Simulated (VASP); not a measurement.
Here is a VASP 6.6.1 calculation.

The input INCAR:

```
PREC     = Accurate       # precision mode
ENCUT    = 520            # plane-wave cutoff, eV
EDIFF    = 1E-7           # SCF threshold, eV
ISMEAR   = -1             # smearing method
SIGMA    = 0.02           # smearing width, eV
LREAL    = F              # projectors in reciprocal space
LASPH    = T              # aspherical terms in the spheres
NELM     = 80             # most SCF steps
ALGO     = Normal         # electronic algorithm
ISIF     = 2              # what is computed and relaxed
LWAVE    = F              # write WAVECAR
LCHARG   = T              # write CHGCAR
GGA      = PE             # functional
LELF     = T              # ELF
LVHAR    = T            
NBANDS   = 15             # bands
```

File KPOINTS:

```
regular mesh
0
Gamma
  8 8 8
```

POSCAR

```
KCl
1.0
    3.7764751200     -0.0112863111     -0.0112863111
   -0.0112863111      3.7764751200     -0.0112863111
   -0.0112863111     -0.0112863111      3.7764751200
K Cl
1 1
Direct
    0.0000000000      0.0000000000      0.0000000000
    0.5000000000      0.5000000000      0.5000000000
```

Potentials or basis: VASP PAW PBE potentials, release 64 (K_sv, Cl).

Launch:

```sh
$ cat potpaw_PBE.64/K_sv/POTCAR potpaw_PBE.64/Cl/POTCAR > POTCAR
$ mpirun -np 1 vasp_std > vasp.out
```

Q: Predict the pressure.

A: 1.0 GPa.

Q: What does it give for the band gap on the k mesh?

A: 5.01 eV, indirect (least direct gap 5.22 eV).

Caveat: the cell differs from its parent crystal (epitaxial 111 strain +0.4%). A k mesh can miss the band edges.
